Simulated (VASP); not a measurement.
Here is a VASP 6.6.1 calculation.

File POSCAR:

```
AgCl
1.0
    3.4339730000      0.0000000000      0.0000000000
    0.0000000000      3.4339730000      0.0000000000
    0.0000000000      0.0000000000      3.4339730000
Ag Cl
1 1
Direct
    0.0000000000      0.0000000000      0.0000000000
    0.5000000000      0.4417584238      0.4708792119
```

Contents of INCAR.step1:

```
SYSTEM = AgCl
PREC     = Accurate       ! precision mode
ENCUT    = 520            ! plane-wave cutoff, eV
ISMEAR   = 0              ! smearing method
SIGMA    = 0.05           ! smearing width, eV
LREAL    = .False.        ! projectors in reciprocal space
LASPH    = .True.         ! aspherical terms in the spheres
NELM     = 80             ! most SCF steps
NBANDS   = 16             ! bands
GGA      = PE             ! functional
ALGO     = Normal         ! electronic algorithm
EDIFF    = 1E-4           ! SCF threshold, eV
LWAVE    = .True.         ! write WAVECAR
LCHARG   = .False.        ! write CHGCAR
```

Contents of INCAR.step2:

```
SYSTEM = AgCl
PREC     = Accurate       ! precision mode
ENCUT    = 520            ! plane-wave cutoff, eV
EDIFF    = 1E-6           ! SCF threshold, eV
ISMEAR   = 0              ! smearing method
SIGMA    = 0.05           ! smearing width, eV
LREAL    = .False.        ! projectors in reciprocal space
LASPH    = .True.         ! aspherical terms in the spheres
NELM     = 80             ! most SCF steps
ALGO     = Normal         ! electronic algorithm
ISIF     = 2              ! what is computed and relaxed
LWAVE    = .False.        ! write WAVECAR
LCHARG   = .False.        ! write CHGCAR
METAGGA  = R2SCAN         ! meta-GGA
LMIXTAU  = .True.       
NBANDS   = 16             ! bands
ISTART   = 1
```

File KPOINTS:

```
Automatic mesh
0
Gamma
  8 8 8
  0 0 0
```

Potentials or basis: VASP PAW PBE potentials, release 64 (Ag, Cl).

Command:

```bash
$ cat potpaw_PBE.64/Ag/POTCAR potpaw_PBE.64/Cl/POTCAR > POTCAR
$ cp INCAR.step1 INCAR
$ mpirun -np 1 vasp_std > vasp.out
$ cp INCAR.step2 INCAR
$ mpirun -np 1 vasp_std > vasp.out
```

(1) What does it give for the largest force?

(2) What does it give for the pressure?

(3) Estimate the band gap on the k mesh.

## Answers

(1) 0.080 eV/Å.

(2) -1.2 GPa.

(3) 1.15 eV (least direct gap 2.51 eV).

Caveat: the cell differs from its parent crystal (atom 2 (Cl) moved by (-0.200, -0.100) A along y and z); the PAW data sets were made with another functional, which shifts forces and pressure a little.
